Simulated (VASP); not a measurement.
SiC: single point with PBE

Crystal: SiC.

```xyz
12
Lattice="3.0950 0.0000 0.0000 -1.5475 2.6803 0.0000 0.0000 0.0000 15.1866" Properties=species:S:1:pos:R:3 pbc="T T T"
Si    0.0000    1.7869   12.6503
Si    1.5475    0.8935    5.0570
Si    1.5475    0.8935   10.1219
Si    0.0000    1.7869    2.5286
Si    0.0000    0.0000    7.5891
Si    0.0000    0.0000   15.1824
C     0.0000    0.0000   13.2787
C     0.0000    0.0000    5.6854
C     0.0000    1.7869   10.7521
C     1.5475    0.8935    3.1588
C     1.5475    0.8935    8.2237
C     0.0000    1.7869    0.6304
```

- Program: VASP 6.6.1
- Task: single point
- Functional: PBE
- Potentials or basis: VASP PAW PBE potentials, release 64 (Si, C)
- Cutoff: 520 eV
- k mesh: 12 × 12 × 2
- Occupations: gaussian, width 0.02 eV
- Spin: no spin polarisation
- Dipole correction: no
- Further INCAR settings: ALGO = Normal; EDIFF = 1e-07; NBANDS = 36

```yaml
Pressure: -0.1 GPa
Band_gap_on_the_k_mesh: 2.03 eV (least direct gap 3.12 eV)
```

Levels at points of the mesh, in eV from the valence-band top:
```
           k point  band 21  band 22  band 23  band 24  band 25  band 26  band 27  band 28
(0.00, 0.00, 0.00)    -0.30    -0.04     0.00     0.00     5.05     5.22     5.63     6.14
(0.50, 0.00, 0.00)    -1.80    -1.77    -1.65    -1.10     2.03     2.21     3.19     3.87
(0.00, 0.00, 0.50)    -0.10    -0.10    -0.10    -0.10     5.12     5.12     5.86     5.86
(0.50, 0.00, 0.50)    -1.70    -1.70    -1.30    -1.30     2.07     2.07     3.41     3.41
```

Wall time 4.2 min on 1 thread of Intel Xeon 8259CL, on a shared host, peak memory 0.31 GiB.

A k mesh can miss the band edges.
